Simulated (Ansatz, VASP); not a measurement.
**FeSi in VASP and in Ansatz**

```xyz
8
Lattice="4.4028 0.0000 0.0000 0.0000 4.4028 0.0000 0.0000 0.0000 4.4028" Properties=species:S:1:pos:R:3 pbc="T T T"
Fe    0.6047    0.6047    0.6047
Fe    1.5967    3.7981    2.8061
Fe    2.8061    1.5967    3.7981
Fe    3.7981    2.8061    1.5967
Si    3.7042    3.7042    3.7042
Si    2.9000    0.6986    1.5028
Si    1.5028    2.9000    0.6986
Si    0.6986    1.5028    2.9000
```

Alike in both runs: functional PBE; k mesh 8 × 8 × 8; occupations gaussian, width 0.01 eV; no spin polarisation.

Ansatz relaxed the structure, and its values are those at the end. VASP's run is a single point on that final structure, the one shown.

|  | VASP | Ansatz |
| --- | --- | --- |
| version | VASP 6.6.1 | Ansatz 0.2.0 |
| potentials or method | VASP PAW PBE potentials, release 64 (Fe, Si), cutoff 520 eV | scalar-relativistic, all-electron LAPW |

```csv
,VASP,Ansatz,Ansatz less VASP
gap on the k mesh at the Fermi level (eV),0.16,0.17,+0.008
least direct gap on the mesh (eV),0.17,0.18,+0.007
pressure (GPa),7.4,7.2,-0.22
rms of the force components (eV/Å),0.015,0.001,-0.0139
```

Ansatz ran all-electron here, and VASP with PAW potentials.
